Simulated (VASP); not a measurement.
# TaN in VASP: notebook, part 2 of 4

VASP 6.6.1.

### Step 3. Electric field gradients, PBE (volume scaled by 0.99)

Input file INCAR:

```
PREC     = Accurate       # precision mode
ENCUT    = 520            # plane-wave cutoff, eV
EDIFF    = 1E-8           # SCF threshold, eV
ISMEAR   = -1             # smearing method
SIGMA    = 0.02           # smearing width, eV
LREAL    = F              # projectors in reciprocal space
LASPH    = T              # aspherical terms in the spheres
NELM     = 100            # most SCF steps
ALGO     = Normal         # electronic algorithm
ISIF     = 2              # what is computed and relaxed
LWAVE    = F              # write WAVECAR
LCHARG   = F              # write CHGCAR
GGA      = PE             # functional
LEFG     = T            
NBANDS   = 15             # bands
```

Input file KPOINTS:

```
Automatic mesh
0
Gamma
  9 9 9
```

Input file POSCAR:

```
TaN
1.0
    0.0000000000      2.1717123202      2.1717123202
    2.1717123202      0.0000000000      2.1717123202
    2.1717123202      2.1717123202      0.0000000000
Ta N
1 1
Direct
    0.5000000000      0.5000000000      0.5000000000
    0.0000000000      0.0000000000      0.0000000000
```

Potentials or basis: VASP PAW PBE potentials, release 64 (Ta_pv, N).

Run with:

```console
> cat potpaw_PBE.64/Ta_pv/POTCAR potpaw_PBE.64/N/POTCAR > POTCAR
> mpirun -np 1 vasp_std > vasp.out
```

OUTCAR:

```text
PREC = Accurate
   ENCUT = 520
   EDIFF = 1E-8
   ISMEAR = -1
   LREAL = F
   LASPH = T
   NELM = 100
   ISIF = 2
   GGA = PE

 ion  position               nearest neighbor table
   1  0.500  0.500  0.500-   2 2.17   2 2.17   2 2.17   2 2.17   2 2.17   2 2.17
   2  0.000  0.000  0.000-   1 2.17   1 2.17   1 2.17   1 2.17   1 2.17   1 2.17

  LATTYP: Found a face centered cubic cell.
 ALAT       =     4.3434246404

  Lattice vectors:

 A1 = (   0.0000000000,   2.1717123202,   2.1717123202)
 A2 = (   2.1717123202,   0.0000000000,   2.1717123202)
 A3 = (   2.1717123202,   2.1717123202,   0.0000000000)

Analysis of symmetry for initial positions (statically):
=====================================================================
 Subroutine PRICEL returns:
 Original cell was already a primitive cell.

 Routine SETGRP: Setting up the symmetry group for a
 face centered cubic supercell.

 Subroutine GETGRP returns: Found 48 space group operations
 (whereof 48 operations were pure point group operations)
 out of a pool of 48 trial point group operations.

The static configuration has the point symmetry O_h .

Analysis of symmetry for dynamics (positions and initial velocities):
=====================================================================
 Subroutine PRICEL returns:
 Original cell was already a primitive cell.

 Routine SETGRP: Setting up the symmetry group for a
 face centered cubic supercell.

 Subroutine GETGRP returns: Found 48 space group operations
 (whereof 48 operations were pure point group operations)
 out of a pool of 48 trial point group operations.

The dynamic configuration has the point symmetry O_h .

 Subroutine INISYM returns: Found 48 space group operations
 (whereof 48 operations are pure point group operations),
 and found     1 'primitive' translations

----------------------------------------------------------------------------------------

                                     Primitive cell

  volume of cell :      20.4850

  direct lattice vectors                    reciprocal lattice vectors
     0.000000000  2.171712320  2.171712320    -0.230233072  0.230233072  0.230233072
     2.171712320  0.000000000  2.171712320     0.230233072 -0.230233072  0.230233072
     2.171712320  2.171712320  0.000000000     0.230233072  0.230233072 -0.230233072

  length of vectors
     3.071265017  3.071265017  3.071265017     0.398775379  0.398775379  0.398775379

  position of ions in fractional coordinates (direct lattice)
     0.500000000  0.500000000  0.500000000
     0.000000000  0.000000000  0.000000000

  ion indices of the primitive-cell ions
   primitive index   ion index
                 1           1
                 2           2

----------------------------------------------------------------------------------------

 KPOINTS: Automatic mesh

Automatic generation of k-mesh.
 Grid dimensions read from file:
 generate k-points for:    9    9    9

 Generating k-lattice:

  Cartesian coordinates                     Fractional coordinates (reciprocal lattice)
    -0.025581452  0.025581452  0.025581452     0.111111111  0.000000000  0.000000000
[... 74 lines left out ...]
   ISMEAR =    -1;   SIGMA  =   0.02  broadening in eV -4-tet -1-fermi 0-gaus
   EFERMI_NEDOS =   21; number of points for ismear=-14 and -15
   IALGO  =     38    algorithm
   IMIX   =      4    mixing-type and parameters
     AMIX     =   0.40;   BMIX     =  1.00
     AMIX_MAG =   1.60;   BMIX_MAG =  1.00
  volume/ion in A,a.u.               =      10.24        69.12
  Fermi-wavevector in a.u.,A,eV,Ry     =   1.507657  2.849059 30.926443  2.273029
  Thomas-Fermi vector in A             =   2.618214
   LORBIT       =      0    0 simple, 1 ext, 2 COOP (PROOUT), +10 PAW based schemes
   GGA     = PE    functional components
   LHFCALC =     F    Hartree Fock is set to
   AEXX    =    0.0000 exact exchange contribution
   IVDW    =     0    specifies the selected vdW correction
   LEPSILON=     F    determine dielectric tensor
   LRPA    =     F    only Hartree local field effects (RPA)
 non-spin polarized calculation
  energy-cutoff  :      520.00
  volume of cell :       20.49
 maximum number of plane-waves:       560
   NGX = 11   NGY = 11   NGZ = 11

 number of electron      15.9999999 magnetization

 Free energy of the ion-electron system (eV)
  ---------------------------------------------------
  ext. energy  EPLUGINS =         0.00000000
  ---------------------------------------------------
  free energy    TOTEN  =       -21.76383859 eV

  energy without entropy =      -21.76278582  energy(sigma->0) =      -21.76331221

 E-fermi :   9.8756     XC(G=0): -13.6468

 val. band max:        9.7602118209   @ k =  -0.4444   0.2222   0.1111
 cond. band min:       9.9044931764   @ k =  -0.2222   0.2222   0.0000
 fundamental gap:      0.1442813555
 Fermi energy:         9.8755946693

 k-point     1 :       0.0000    0.0000    0.0000
  band No.  band energies     occupation
      1     -25.7350      2.00000
      2     -25.7350      2.00000
      3     -25.7350      2.00000
      4      -9.1997      2.00000
      5       6.0393      2.00000
      6       6.0393      2.00000
      7       6.0393      2.00000
      8       7.7621      2.00000
      9       7.7621      2.00000
     10       7.7621      2.00000
     11      10.0453      0.00041
     12      10.0453      0.00041
     13      11.8217      0.00000
     14      19.3937      0.00000
[... 401 lines left out ...]
      2     -26.0492      2.00000
      3     -26.0492      2.00000
      4      -7.8907      2.00000
      5       2.9930      2.00000
      6       4.3196      2.00000
      7       5.2073      2.00000
      8       5.2073      2.00000
      9      12.1326      0.00000
     10      13.6798      0.00000
     11      13.6798      0.00000
     12      14.7583      0.00000
     13      17.5715      0.00000
     14      19.4658      0.00000
     15      22.4239      0.00000

 [... further k-points ...]
[... 5 lines left out ...]
  --------------------------------------------------------------------------------------
  -------------------------------------------------------------------------------------
  Total        2.4963050      2.4963050      2.4963050      0.0000000     -0.0000000     -0.0000000
  in kB      195.2411473    195.2411473    195.2411473      0.0000000     -0.0000000     -0.0000000
  external PRESSURE =     195.2411473 kB  Pullay stress =       0.0000000 kB

 VOLUME and BASIS-vectors are now :
 -----------------------------------------------------------------------------
  energy-cutoff  :      520.00
  volume of cell :       20.49
      direct lattice vectors                 reciprocal lattice vectors
     0.000000000  2.171712320  2.171712320    -0.230233072  0.230233072  0.230233072
     2.171712320  0.000000000  2.171712320     0.230233072 -0.230233072  0.230233072
     2.171712320  2.171712320  0.000000000     0.230233072  0.230233072 -0.230233072

 POSITION                                       TOTAL-FORCE (eV/Angst)
 -----------------------------------------------------------------------------------
      2.17171      2.17171      2.17171        -0.000000     -0.000000     -0.000000
      0.00000      0.00000      0.00000         0.000000      0.000000      0.000000
 -----------------------------------------------------------------------------------
    total drift:                                0.000000     -0.000000     -0.000000

  FREE ENERGIE OF THE ION-ELECTRON SYSTEM (eV)
  ---------------------------------------------------
  free  energy   TOTEN  =       -21.7638385924 eV

  energy  without entropy=      -21.7627858191  energy(sigma->0) =      -21.76331221

 Electric field gradients (V/A^2)
---------------------------------------------------------------------
 ion       V_xx      V_yy      V_zz      V_xy      V_xz      V_yz
---------------------------------------------------------------------
   1      -0.000     0.000     0.000     0.000     0.000     0.000
   2      -0.000     0.000    -0.000    -0.000    -0.000    -0.000
---------------------------------------------------------------------

 Electric field gradients after diagonalization (V/A^2)
 (convention: |V_zz| > |V_xx| > |V_yy|)
----------------------------------------------------------------------
 ion       V_xx      V_yy      V_zz     asymmetry (V_yy - V_xx)/ V_zz
----------------------------------------------------------------------
   1      -0.000    -0.000     0.001       0.000
   2       0.000     0.000    -0.000       0.000
----------------------------------------------------------------------

           NMR quadrupolar parameters

 Cq : quadrupolar parameter    Cq=e*Q*V_zz/h
 eta: asymmetry parameters     (V_yy - V_xx)/ V_zz
 Q  : nuclear electric quadrupole moment in mb (millibarn)
----------------------------------------------------------------------
 ion       Cq(MHz)       eta       Q (mb)
----------------------------------------------------------------------
   1       0.000       0.000       1.000
   2      -0.000       0.000       1.000
----------------------------------------------------------------------
```

Run time: 4.9 s. Hardware: 1 thread of Intel Xeon 6975P-C (Granite Rapids), shared host; peak memory 0.14 GiB.

Results:

| Property | Result |
| --- | --- |
| Free energy | -21.7638 eV |
| Pressure | 19.5 GPa |
| Band gap on the k mesh | zero (band 8 reaches 11.61 eV, above the bottom of band 9 at 7.76 eV) |

Caveat: without QUAD_EFG the Cq values of the log hold for a quadrupole moment of 1 mb, not for the nuclei; spin-orbit coupling is left out, which moves the levels of the heavy elements.

### Step 4. Electric field gradients, PBE (equal xy, yz and zx shear strains of +1.5 %)

Input file INCAR:

```
SYSTEM = TaN
PREC = Accurate
ENCUT = 520
EDIFF = 1E-8
ISMEAR = -1
SIGMA = 0.02
LREAL = .FALSE.
LASPH = .TRUE.
NELM = 60
ALGO = Normal
ISIF = 2
LWAVE = .FALSE.
LCHARG = .FALSE.
GGA = PE
LEFG = .TRUE.
NBANDS = 15
```

Input file KPOINTS:

```
regular mesh
0
G
  9 9 9
  0 0 0
```

Input file POSCAR:

```
TaN
1.0
    0.0326850000      2.1953425000      2.1953425000
    2.1953425000      0.0326850000      2.1953425000
    2.1953425000      2.1953425000      0.0326850000
Ta N
1 1
Direct
    0.5000000000      0.5000000000      0.5000000000
    0.0000000000      0.0000000000      0.0000000000
```

Potentials or basis: VASP PAW PBE potentials, release 64 (Ta_pv, N).

Run with:

```console
> cat potpaw_PBE.64/Ta_pv/POTCAR potpaw_PBE.64/N/POTCAR > POTCAR
> mpirun -np 1 vasp_std > vasp.out
```

OUTCAR:

```text
SYSTEM = TaN
   PREC = Accurate
   ENCUT = 520
   EDIFF = 1E-8
   ISMEAR = -1
   LREAL = .FALSE.
   LASPH = .TRUE.
   NELM = 60
   ISIF = 2
   GGA = PE

 ion  position               nearest neighbor table
   1  0.500  0.500  0.500-   2 2.18   2 2.18   2 2.18   2 2.18   2 2.18   2 2.18
   2  0.000  0.000  0.000-   1 2.18   1 2.18   1 2.18   1 2.18   1 2.18   1 2.18

  LATTYP: Found a trigonal (rhomboedric) cell.
 ALAT       =     3.1048551808
 COS(alpha) =     0.5148312781

  Lattice vectors:

 A1 = (   0.0326850000,   2.1953425000,   2.1953425000)
 A2 = (   2.1953425000,   0.0326850000,   2.1953425000)
 A3 = (   2.1953425000,   2.1953425000,   0.0326850000)

Analysis of symmetry for initial positions (statically):
=====================================================================
 Subroutine PRICEL returns:
 Original cell was already a primitive cell.

 Routine SETGRP: Setting up the symmetry group for a
 trigonal (rhombohedral) supercell.

[... 621 lines left out ...]
     0.032685000  2.195342500  2.195342500    -0.232905387  0.229488682  0.229488682
     2.195342500  0.032685000  2.195342500     0.229488682 -0.232905387  0.229488682
     2.195342500  2.195342500  0.032685000     0.229488682  0.229488682 -0.232905387

 POSITION                                       TOTAL-FORCE (eV/Angst)
 -----------------------------------------------------------------------------------
      2.21169      2.21169      2.21169         0.000000      0.000000     -0.000000
      0.00000      0.00000      0.00000         0.000000     -0.000000      0.000000
 -----------------------------------------------------------------------------------
    total drift:                                0.000000     -0.000000     -0.000000

  FREE ENERGIE OF THE ION-ELECTRON SYSTEM (eV)
  ---------------------------------------------------
  free  energy   TOTEN  =       -21.7830466785 eV

  energy  without entropy=      -21.7814517267  energy(sigma->0) =      -21.78224920

 Electric field gradients (V/A^2)
---------------------------------------------------------------------
 ion       V_xx      V_yy      V_zz      V_xy      V_xz      V_yz
---------------------------------------------------------------------
   1       0.000     0.000     0.000    -1.396    -1.396    -1.396
   2       0.000     0.000     0.000     0.831     0.831     0.831
---------------------------------------------------------------------

 Electric field gradients after diagonalization (V/A^2)
 (convention: |V_zz| > |V_xx| > |V_yy|)
----------------------------------------------------------------------
 ion       V_xx      V_yy      V_zz     asymmetry (V_yy - V_xx)/ V_zz
----------------------------------------------------------------------
   1       1.396     1.396    -2.791       0.000
   2      -0.831    -0.831     1.663       0.000
----------------------------------------------------------------------

           NMR quadrupolar parameters

 Cq : quadrupolar parameter    Cq=e*Q*V_zz/h
 eta: asymmetry parameters     (V_yy - V_xx)/ V_zz
 Q  : nuclear electric quadrupole moment in mb (millibarn)
----------------------------------------------------------------------
 ion       Cq(MHz)       eta       Q (mb)
----------------------------------------------------------------------
   1      -0.007       0.000       1.000
   2       0.004       0.000       1.000
----------------------------------------------------------------------
```

It took 15 s on 1 thread of Intel Xeon Platinum 8488C (Sapphire Rapids), shared host; peak memory 0.16 GiB.

Results:

* Free energy: -21.7830 eV
* Pressure: 15.6 GPa
* Band gap on the k mesh: zero (band 8 reaches 11.42 eV, above the bottom of band 9 at 7.80 eV)

Stress tensor (GPa, compression positive):
```
15.57 -0.80 -0.80
-0.80 15.57 -0.80
-0.80 -0.80 15.57
```

Electric field gradients, principal values (V/Å²):
| atom | least | middle | greatest (by size) |
| --- | --- | --- | --- |
| 1 Ta | 1.396 | 1.396 | -2.791 |
| 2 N | -0.831 | -0.831 | 1.663 |

Caveat: the cell differs from its parent crystal (equal xy, yz and zx shear strains of +1.5 %); without QUAD_EFG the Cq values of the log hold for a quadrupole moment of 1 mb, not for the nuclei; spin-orbit coupling is left out, which moves the levels of the heavy elements.

[end of part 2 of 4]
